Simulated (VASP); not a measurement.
# PCS4 (P4/mmm) in VASP: further runs

The runs below take PCS4 through single point, relaxation of cell and atoms, with PBE+D3(BJ).

Everything below comes from runs of VASP 6.6.1. Logs are shortened: lines on timing, memory, paths and dates and some standing lists are left out, and cuts for length are marked.

## Step 1: The cell of the first run

It takes space group P4/mmm (No. 123, tetragonal). The conventional cell has a = 3.027 Å, b = 3.027 Å, c = 10.031 Å, α = 90.00°, β = 90.00°, γ = 90.00°. Within 3.4 Å of P (site symmetry 4/mmm) lie 8 S at 2.60 Å and 4 P at 3.03 Å. C (site symmetry 4/mmm) has 8 S at 2.37 Å and 4 C at 3.03 Å within 3.1 Å. S (site symmetry 4mm) has 4 P at 2.60 Å and 9 S at 2.96 to 3.30 Å within 3.4 Å. Within 2.7 Å of S (site symmetry 4mm) lie 1 S at 2.05 Å and 4 C at 2.37 Å.

The cell was built from a structure type or drawn by symmetry, and may not be a known phase.

## Step 2: Single point, PBE+D3(BJ)

The input, INCAR:

```
PREC = Accurate
ENCUT = 910
EDIFF = 1E-6
ISMEAR = 0
SIGMA = 0.1
LREAL = False
LASPH = True
NELM = 120
ALGO = Normal
ISIF = 2
LWAVE = False
LCHARG = True
GGA = PE
IVDW = 12
LELF = True
LVHAR = True
NBANDS = 26
GGA_COMPAT = False
```

The input, KPOINTS:

```
regular mesh
0
Gamma
  6 6 2
```

The input, POSCAR:

```
PCS4
1.0
    3.0270281878      0.0000000000      0.0000000000
    0.0000000000      3.0270281878      0.0000000000
    0.0000000000      0.0000000000     10.0308994962
P C S
1 1 4
Direct
    0.0000000000      0.0000000000      0.0000000000
    0.5000000000      0.5000000000      0.5000000000
    0.5000000000      0.5000000000      0.1474697422
    0.0000000000      0.0000000000      0.6023500352
    0.0000000000      0.0000000000      0.3976499648
    0.5000000000      0.5000000000      0.8525302578
```

Potentials or basis: VASP PAW PBE potentials, release 64 (P, C_h, S).

Started as:

```console
$ cat potpaw_PBE.64/P/POTCAR potpaw_PBE.64/C_h/POTCAR potpaw_PBE.64/S/POTCAR > POTCAR
$ mpirun -np 1 vasp_std > vasp.out
```

OUTCAR:

```text
PREC = Accurate
   ENCUT = 910
   EDIFF = 1E-6
   ISMEAR = 0
   LREAL = False
   LASPH = True
   NELM = 120
   ISIF = 2
   GGA = PE
   IVDW = 12
 IVDW          = 12

 ion  position               nearest neighbor table
   1  0.000  0.000  0.000-   3 2.60   6 2.60   3 2.60   6 2.60   3 2.60   6 2.60   3 2.60   6 2.60

   2  0.500  0.500  0.500-
   3  0.500  0.500  0.147-   1 2.60   1 2.60   1 2.60   1 2.60
   4  0.000  0.000  0.602-   5 2.05
   5  0.000  0.000  0.398-   4 2.05
   6  0.500  0.500  0.853-   1 2.60   1 2.60   1 2.60   1 2.60

  LATTYP: Found a simple tetragonal cell.
 ALAT       =     3.0270281878
 C/A-ratio  =     3.3137780271

  Lattice vectors:

 A1 = (   3.0270281878,   0.0000000000,   0.0000000000)
 A2 = (   0.0000000000,   3.0270281878,   0.0000000000)
 A3 = (   0.0000000000,   0.0000000000,  10.0308994962)

Analysis of symmetry for initial positions (statically):
=====================================================================
 Subroutine PRICEL returns:
 Original cell was already a primitive cell.

 Routine SETGRP: Setting up the symmetry group for a
 simple tetragonal supercell.

 Subroutine GETGRP returns: Found 16 space group operations
 (whereof 16 operations were pure point group operations)
 out of a pool of 16 trial point group operations.

The static configuration has the point symmetry D_4h.

Analysis of symmetry for dynamics (positions and initial velocities):
=====================================================================
 Subroutine PRICEL returns:
 Original cell was already a primitive cell.

 Routine SETGRP: Setting up the symmetry group for a
 simple tetragonal supercell.

 Subroutine GETGRP returns: Found 16 space group operations
 (whereof 16 operations were pure point group operations)
 out of a pool of 16 trial point group operations.

The dynamic configuration has the point symmetry D_4h.

 Subroutine INISYM returns: Found 16 space group operations
 (whereof 16 operations are pure point group operations),
 and found     1 'primitive' translations

----------------------------------------------------------------------------------------

                                     Primitive cell

  volume of cell :      91.9121

  direct lattice vectors                    reciprocal lattice vectors
     3.027028188  0.000000000  0.000000000     0.330357016  0.000000000  0.000000000
     0.000000000  3.027028188  0.000000000     0.000000000  0.330357016  0.000000000
     0.000000000  0.000000000 10.030899496     0.000000000  0.000000000  0.099691957

  length of vectors
     3.027028188  3.027028188 10.030899496     0.330357016  0.330357016  0.099691957

  position of ions in fractional coordinates (direct lattice)
     0.000000000  0.000000000  0.000000000
     0.500000000  0.500000000  0.500000000
     0.500000000  0.500000000  0.147469742
     0.000000000  0.000000000  0.602350035
     0.000000000  0.000000000  0.397649965
     0.500000000  0.500000000  0.852530258

  ion indices of the primitive-cell ions
   primitive index   ion index
                 1           1
                 2           2
                 3           3
                 4           4
                 5           5
                 6           6

----------------------------------------------------------------------------------------

 KPOINTS: regular mesh

Automatic generation of k-mesh.
 Grid dimensions read from file:
 generate k-points for:    6    6    2

 Generating k-lattice:

  Cartesian coordinates                     Fractional coordinates (reciprocal lattice)
     0.055059503  0.000000000  0.000000000     0.166666667  0.000000000  0.000000000
     0.000000000  0.055059503  0.000000000     0.000000000  0.166666667  0.000000000
     0.000000000  0.000000000  0.049845978     0.000000000  0.000000000  0.500000000

  Length of vectors
     0.055059503  0.055059503  0.049845978

  Shift w.r.t. Gamma in fractional coordinates (k-lattice)
     0.000000000  0.000000000  0.000000000

 Subroutine IBZKPT returns following result:
 ===========================================

 Found     20 irreducible k-points:

 Following reciprocal coordinates:
            Coordinates               Weight
  0.000000  0.000000  0.000000      1.000000
  0.166667  0.000000  0.000000      4.000000
  0.333333  0.000000  0.000000      4.000000
  0.500000  0.000000  0.000000      2.000000
  0.166667  0.166667  0.000000      4.000000
  0.333333  0.166667  0.000000      8.000000
[... 12 lines left out ...]
  0.500000  0.333333  0.500000      4.000000
  0.500000  0.500000  0.500000      1.000000
   k-points           NKPTS =     20   k-points in BZ     NKDIM =     20   number of bands    NBANDS=     26
   number of dos      NEDOS =    301   number of ions     NIONS =      6
   total plane-waves  NPLWV =  90000
   dimension x,y,z NGX =    30 NGY =   30 NGZ =  100
   dimension x,y,z NGXF=    60 NGYF=   60 NGZF=  200
   ions per type =               1   1   4
   NGX,Y,Z   is equivalent  to a cutoff of  16.48, 16.48, 16.57 a.u.
   NGXF,Y,Z  is equivalent  to a cutoff of  32.95, 32.95, 33.15 a.u.
 SYSTEM =  unknown system
   PREC   = accura    normal or accurate (medium, high low for compatibility)
   ISTART =      0    job   : 0-new  1-cont  2-samecut
   ICHARG =      2    charge: 1-file 2-atom 10-const
   ISPIN  =      1    spin polarized calculation?
   LNONCOLLINEAR =      F non collinear calculations
   LSORBIT =      F    spin-orbit coupling
   LASPH  =      T    aspherical Exc in radial PAW
   ENCUT  =  910.0 eV  66.88 Ry    8.18 a.u.   7.45  7.45 24.67*2*pi/ulx,y,z
   NELM   =    120;   NELMIN=  2; NELMDL= -5     # of ELM steps
   EDIFF  = 0.1E-05   stopping-criterion for ELM
   LREAL  =      F    real-space projection
   EDIFFG = 0.1E-04   stopping-criterion for IOM
   NSW    =      0    number of steps for IOM
   IBRION =     -1    ionic relax: 0-MD 1-quasi-New 2-CG
   NFREE  =      0    steps in history (QN), initial steepest desc. (CG)
   ISIF   =      2    stress and relaxation
   ISYM   =      2    0-nonsym 1-usesym 2-fastsym
   POTIM  = 0.5000    time-step for ionic-motion
   TEBEG  =    0.0;   TEEND  =   0.0 temperature during run
   PSTRESS=    0.0 pullay stress
   NELECT =      33.0000    total number of electrons
   NUPDOWN=      -1.0000    fix difference up-down
   EMIN   =  10.00;   EMAX   =-10.00  energy-range for DOS
   EFERMI =   0.00;   METHOD = LEGACY
   ISMEAR =     0;   SIGMA  =   0.10  broadening in eV -4-tet -1-fermi 0-gaus
   EFERMI_NEDOS =   21; number of points for ismear=-14 and -15
   IALGO  =     38    algorithm
   IMIX   =      4    mixing-type and parameters
     AMIX     =   0.40;   BMIX     =  1.00
     AMIX_MAG =   1.60;   BMIX_MAG =  1.00
  volume/ion in A,a.u.               =      15.32       103.38
  Fermi-wavevector in a.u.,A,eV,Ry     =   1.163559  2.198808 18.420525  1.353870
  Thomas-Fermi vector in A             =   2.300108
   LORBIT       =      0    0 simple, 1 ext, 2 COOP (PROOUT), +10 PAW based schemes
   GGA     = PE    functional components
   LHFCALC =     F    Hartree Fock is set to
   AEXX    =    0.0000 exact exchange contribution
   IVDW    =    12    specifies the selected vdW correction
   LEPSILON=     F    determine dielectric tensor
   LRPA    =     F    only Hartree local field effects (RPA)
 non-spin polarized calculation
 Gauss-broadening in eV      SIGMA  =   0.10
  energy-cutoff  :      910.00
  volume of cell :       91.91
 maximum number of plane-waves:      5794
 NGX is ok and might be reduce to    30
   NGX = 15   NGY = 15   NGZ = 49

 number of electron      32.9999999 magnetization

 Free energy of the ion-electron system (eV)
  ---------------------------------------------------
  ext. energy  EPLUGINS =         0.00000000
  ---------------------------------------------------
  free energy    TOTEN  =       -22.64877404 eV

  energy without entropy =      -22.63112358  energy(sigma->0) =      -22.63994881

 E-fermi :   7.1230     XC(G=0): -10.8029

 val. band max:        7.1162156370   @ k =   0.5000   0.3333   0.5000
 cond. band min:       7.1382962300   @ k =   0.5000   0.3333   0.0000
 fundamental gap:      0.0220805931
 Fermi energy:         7.1230349162

 k-point     1 :       0.0000    0.0000    0.0000
  band No.  band energies     occupation
      1     -11.1779      2.00000
      2      -9.1119      2.00000
      3      -6.9757      2.00000
      4      -5.6037      2.00000
      5      -2.0647      2.00000
      6       0.0795      2.00000
[... 18 lines left out ...]
     25      11.6140      0.00000
     26      12.0715      0.00000

 k-point     2 :       0.1667    0.0000    0.0000
  band No.  band energies     occupation
      1     -10.8570      2.00000
      2      -8.7252      2.00000
      3      -6.6532      2.00000
      4      -5.3376      2.00000
      5      -1.9889      2.00000
      6      -1.3867      2.00000
[... 18 lines left out ...]
     25      12.9888      0.00000
     26      13.6756      0.00000

 k-point     3 :       0.3333    0.0000    0.0000
  band No.  band energies     occupation
      1     -10.0133      2.00000
      2      -7.6208      2.00000
      3      -5.7962      2.00000
      4      -4.7377      2.00000
      5      -3.8578      2.00000
      6      -2.9835      2.00000
[... 18 lines left out ...]
     25      13.4176      0.00000
     26      15.3748      0.00000

 k-point     4 :       0.5000    0.0000    0.0000
  band No.  band energies     occupation
      1      -9.3712      2.00000
      2      -6.4925      2.00000
      3      -5.0782      2.00000
      4      -5.0741      2.00000
      5      -4.5369      2.00000
      6      -4.5029      2.00000
[... 18 lines left out ...]
     25      13.6818      0.00000
     26      13.8153      0.00000
[... 380 lines left out ...]
      1      -8.9678      2.00000
      2      -6.2655      2.00000
      3      -4.6263      2.00000
      4      -4.0465      2.00000
      5      -3.2513      2.00000
      6      -2.4215      2.00000
[... 18 lines left out ...]
     25      15.4752      0.00000
     26      15.7293      0.00000

 k-point    19 :       0.5000    0.3333    0.5000
  band No.  band energies     occupation
      1      -8.4457      2.00000
      2      -5.3362      2.00000
      3      -4.2082      2.00000
      4      -3.6872      2.00000
      5      -3.5899      2.00000
      6      -2.9476      2.00000
[... 18 lines left out ...]
     25      14.9242      0.00000
     26      15.8558      0.00000

 k-point    20 :       0.5000    0.5000    0.5000
  band No.  band energies     occupation
      1      -8.0220      2.00000
      2      -4.7340      2.00000
      3      -3.7470      2.00000
      4      -3.2938      2.00000
      5      -2.3154      2.00000
      6      -1.7231      2.00000
[... 18 lines left out ...]
     25      15.1953      0.00000
     26      15.6471      0.00000

------------------------ aborting loop because EDIFF is reached ----------------------------------------

 Edisp (eV)   -1.98883

 E8    (eV) :    -0.7099

  FORCE on cell =-STRESS in cart. coord.  units (eV):
  Direction    XX          YY          ZZ          XY          YZ          ZX
  --------------------------------------------------------------------------------------
  -------------------------------------------------------------------------------------
  Total      -0.08143    -0.08143    -0.32952     0.00000     0.00000     0.00000
  in kB      -1.41940    -1.41940    -5.74407     0.00000     0.00000     0.00000
  external pressure =       -2.86 kB  Pullay stress =        0.00 kB

 VOLUME and BASIS-vectors are now :
 -----------------------------------------------------------------------------
  energy-cutoff  :      910.00
  volume of cell :       91.91
      direct lattice vectors                 reciprocal lattice vectors
     3.027028188  0.000000000  0.000000000     0.330357016  0.000000000  0.000000000
     0.000000000  3.027028188  0.000000000     0.000000000  0.330357016  0.000000000
     0.000000000  0.000000000 10.030899496     0.000000000  0.000000000  0.099691957

 POSITION                                       TOTAL-FORCE (eV/Angst)
 -----------------------------------------------------------------------------------
      0.00000      0.00000      0.00000         0.000000      0.000000     -0.000000
      1.51351      1.51351      5.01545         0.000000      0.000000     -0.000000
      1.51351      1.51351      1.47925         0.000000     -0.000000     -0.011817
      0.00000      0.00000      6.04211         0.000000      0.000000     -0.142537
      0.00000      0.00000      3.98879         0.000000      0.000000      0.142537
      1.51351      1.51351      8.55165        -0.000000     -0.000000      0.011817
 -----------------------------------------------------------------------------------
    total drift:                                0.000000      0.000000      0.000000

  FREE ENERGIE OF THE ION-ELECTRON SYSTEM (eV)
  ---------------------------------------------------
  free  energy   TOTEN  =       -24.6376082406 eV

  energy  without entropy=      -24.6199577830  energy(sigma->0) =      -24.62878301
```

It took 85 s on 1 thread of Intel Xeon Platinum 8375C at 2.90GHz (Ice Lake), shared host; peak memory 0.34 GiB.

What came out:

```yaml
Free_energy: -24.6376 eV
Pressure: -0.3 GPa
Largest_force: 0.143 eV/Å
Band_gap_on_the_k_mesh: zero (an odd number of electrons rules out a gap without spin polarisation)
Dispersion_energy_per_atom: -0.331 eV
```

Forces on the atoms (eV/Å):
```
P    0.000  0.000  0.000
C    0.000  0.000  0.000
S    0.000  0.000 -0.012
S    0.000  0.000 -0.143
S    0.000  0.000  0.143
S    0.000  0.000  0.012
```

Caveat: the cutoff is under 1.25 times the usual one of these potentials, so pressure, stress and relaxed cells hold a basis-set (Pulay) error.

[end of part 1 of 2]
